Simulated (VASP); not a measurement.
The system is HfN (rocksalt type).

```
Hf N
1.0
     0.00000    2.15443    2.15443
     2.15443    0.00000    2.15443
     2.15443    2.15443    0.00000
Hf N
1 1
Direct
  0.00000 0.00000 0.00000
  0.50000 0.50000 0.50000
```

```yaml
Program: VASP 6.6.1
Task: relaxation of cell and atoms
Functional: LDA
Potentials_or_basis: VASP PAW LDA potentials, release 64 (Hf_pv, N)
Cutoff: 600 eV
k_mesh: 15 × 15 × 15
Occupations: fermi-dirac, width 0.1 eV
Spin: no spin polarisation
```

At the start: pressure 40.5 GPa; volume 10.00 Å³/atom.

Where does the relaxation end?

Over 20 steps the energy falls by 127.7 meV/atom and the volume is 11.11 Å³/atom (+11.1 %); space group Fm-3m (No. 225, to 0.05 Å).

Step by step:
```tsv
step	energy change (eV)	largest force (eV/Å)	pressure (GPa)	volume (Å³)
1	0.0000	0.0000	40.53	20.00
2	0.7709	0.0000	-44.11	28.25
3	-0.2536	0.0000	-2.77	22.42
4	-0.2554	0.0000	-0.39	22.24
5	-0.2554	0.0000	0.25	22.20
6	-0.2554	0.0000	0.26	22.20
7	-0.2554	0.0000	0.26	22.20
8	-0.2554	0.0000	0.24	22.20
9	-0.2554	0.0000	0.24	22.20
10	-0.2554	0.0000	0.24	22.20
11	-0.2554	0.0000	0.24	22.20
12	-0.2554	0.0000	0.24	22.20
13	-0.2554	0.0000	0.24	22.20
14	-0.2554	0.0000	0.24	22.20
15	-0.2554	0.0000	0.23	22.20
16	-0.2554	0.0000	0.23	22.20
17	-0.2554	0.0000	0.21	22.20
18	-0.2554	0.0000	0.10	22.21
19	-0.2554	0.0000	-0.07	22.22
20	-0.2554	0.0000	-0.03	22.22
```

Final structure:
```
Hf N
1.0
     0.00000    2.23126    2.23126
     2.23126    0.00000    2.23126
     2.23126    2.23126    0.00000
Hf N
1 1
Direct
  0.00000 0.00000 0.00000
  0.50000 0.50000 0.50000
```
